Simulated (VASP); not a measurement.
# Rb (Pm-3m) in VASP: further runs, part 3 of 3

VASP 6.6.1.

### Step 6. Single point, r2SCAN (volume scaled by 1.12)

POSCAR

```
Rb
1.0
    4.7997671987      0.0000000000      0.0000000000
    0.0000000000      4.7997671987      0.0000000000
    0.0000000000      0.0000000000      4.7997671987
Rb
1
Direct
    0.0000000000      0.0000000000      0.0000000000
```

INCAR.step1

```
ALGO     = Normal         # electronic algorithm
EDIFF    = 1E-5           # SCF threshold, eV
ENCUT    = 550            # plane-wave cutoff, eV
GGA      = PE             # functional
GGA_COMPAT= False        
ISMEAR   = -1             # smearing method
LASPH    = True           # aspherical terms in the spheres
LCHARG   = False          # write CHGCAR
LREAL    = False          # projectors in reciprocal space
LWAVE    = True           # write WAVECAR
NBANDS   = 10             # bands
NELM     = 120            # most SCF steps
PREC     = Accurate       # precision mode
SIGMA    = 0.1            # smearing width, eV
```

INCAR.step2

```
ALGO     = Normal         # electronic algorithm
EDIFF    = 1E-6           # SCF threshold, eV
ENCUT    = 550            # plane-wave cutoff, eV
GGA_COMPAT= False        
ISIF     = 2              # what is computed and relaxed
ISMEAR   = -1             # smearing method
ISTART   = 1            
LASPH    = True           # aspherical terms in the spheres
LCHARG   = False          # write CHGCAR
LMIXTAU  = True         
LREAL    = False          # projectors in reciprocal space
LWAVE    = False          # write WAVECAR
METAGGA  = R2SCAN         # meta-GGA
NBANDS   = 10             # bands
NELM     = 120            # most SCF steps
PREC     = Accurate       # precision mode
SIGMA    = 0.1            # smearing width, eV
```

KPOINTS

```
k-points
0
Gamma
  8 8 8
```

Potentials or basis: VASP PAW PBE potentials, release 64 (Rb_sv).

The run is started by

```sh
cat potpaw_PBE.64/Rb_sv/POTCAR > POTCAR
cp INCAR.step1 INCAR
mpirun -np 1 vasp_std > vasp.out
cp INCAR.step2 INCAR
mpirun -np 1 vasp_std > vasp.out
```

OUTCAR:

```text
EDIFF = 1E-6
   ENCUT = 550
   ISIF = 2
   ISMEAR = -1
   ISTART = 1
   LASPH = True
   LREAL = False
   METAGGA = R2SCAN
   NELM = 120
   PREC = Accurate

 ion  position               nearest neighbor table
   1  0.000  0.000  0.000-

  LATTYP: Found a simple cubic cell.
 ALAT       =     4.7997671987

  Lattice vectors:

 A1 = (   4.7997671987,   0.0000000000,   0.0000000000)
 A2 = (   0.0000000000,   4.7997671987,   0.0000000000)
 A3 = (   0.0000000000,   0.0000000000,   4.7997671987)

Analysis of symmetry for initial positions (statically):
=====================================================================
 Subroutine PRICEL returns:
 Original cell was already a primitive cell.

 Routine SETGRP: Setting up the symmetry group for a
 simple cubic supercell.

 Subroutine GETGRP returns: Found 48 space group operations
 (whereof 48 operations were pure point group operations)
 out of a pool of 48 trial point group operations.

The static configuration has the point symmetry O_h .

Analysis of symmetry for dynamics (positions and initial velocities):
=====================================================================
[... 157 lines left out ...]

 val. band max:       -0.3121661262   @ k =   0.5000   0.0000   0.0000
 cond. band min:      -0.1656398369   @ k =   0.5000   0.1250   0.0000
 fundamental gap:      0.1465262893
 Fermi energy:        -0.2833288892

 k-point     1 :       0.0000    0.0000    0.0000
  band No.  band energies     occupation
      1     -30.6653      2.00000
      2     -14.1563      2.00000
      3     -14.1563      2.00000
      4     -14.1563      2.00000
      5      -2.1523      2.00000
      6       2.3002      0.00000
      7       2.3002      0.00000
      8       5.4492      0.00000
      9       5.4492      0.00000
     10       5.4492      0.00000
[... 287 lines left out ...]
 k-point    24 :       0.5000    0.3750    0.1250
  band No.  band energies     occupation
      1     -30.6601      2.00000
      2     -14.2258      2.00000
      3     -14.2133      2.00000
      4     -14.1547      2.00000
      5       0.5049      0.00075
      6       1.0129      0.00000
      7       2.0514      0.00000
      8       2.5140      0.00000
      9       4.2586      0.00000
     10       4.3422      0.00000

 [... further k-points ...]
[... 5 lines left out ...]
  --------------------------------------------------------------------------------------
  -------------------------------------------------------------------------------------
  Total       -0.1325233     -0.1325233     -0.1325233      0.0000000      0.0000000      0.0000000
  in kB       -1.9201820     -1.9201820     -1.9201820      0.0000000      0.0000000      0.0000000
  external PRESSURE =      -1.9201820 kB  Pullay stress =       0.0000000 kB

 VOLUME and BASIS-vectors are now :
 -----------------------------------------------------------------------------
  energy-cutoff  :      550.00
  volume of cell :      110.58
      direct lattice vectors                 reciprocal lattice vectors
     4.799767199  0.000000000  0.000000000     0.208343438  0.000000000  0.000000000
     0.000000000  4.799767199  0.000000000     0.000000000  0.208343438  0.000000000
     0.000000000  0.000000000  4.799767199     0.000000000  0.000000000  0.208343438

 POSITION                                       TOTAL-FORCE (eV/Angst)
 -----------------------------------------------------------------------------------
      0.00000      0.00000      0.00000         0.000000      0.000000      0.000000
 -----------------------------------------------------------------------------------
    total drift:                               -0.000000     -0.000000     -0.000000

  FREE ENERGIE OF THE ION-ELECTRON SYSTEM (eV)
  ---------------------------------------------------
  free  energy   TOTEN  =       -13.8262710182 eV

  energy  without entropy=      -13.7990079932  energy(sigma->0) =      -13.81263951
```

It took 4.5 min on 1 thread of AMD EPYC 7R43 (Zen 3), shared host; peak memory 0.22 GiB.

What came out:

```
Free energy : -13.8263 eV
Pressure    : -0.2 GPa
```

Caveat: the PAW data sets were made with another functional, which shifts forces and pressure a little.

### Step 7. Overview

| cell | gap on the mesh (eV) | pressure (GPa) |
| --- | --- | --- |
| a = 4.559 Å, 1 atom | none | 0.1 |
| a = 4.622 Å, 1 atom | none | 0.0 |
| a = 4.683 Å, 1 atom | none | -0.1 |
| a = 4.742 Å, 1 atom | none | -0.1 |
| a = 4.800 Å, 1 atom | none | -0.2 |

Alike in all rows: task single point; level r2SCAN; potentials or basis VASP PAW PBE potentials, release 64 (Rb_sv); no spin polarisation; k mesh 8 × 8 × 8; cutoff (eV) 550; smearing fermi-dirac 0.1 eV.

Caveats: the PAW data sets were made with another functional, which shifts forces and pressure a little.

Total energies depend on the potentials used, so only differences within one code and one set of settings carry meaning.
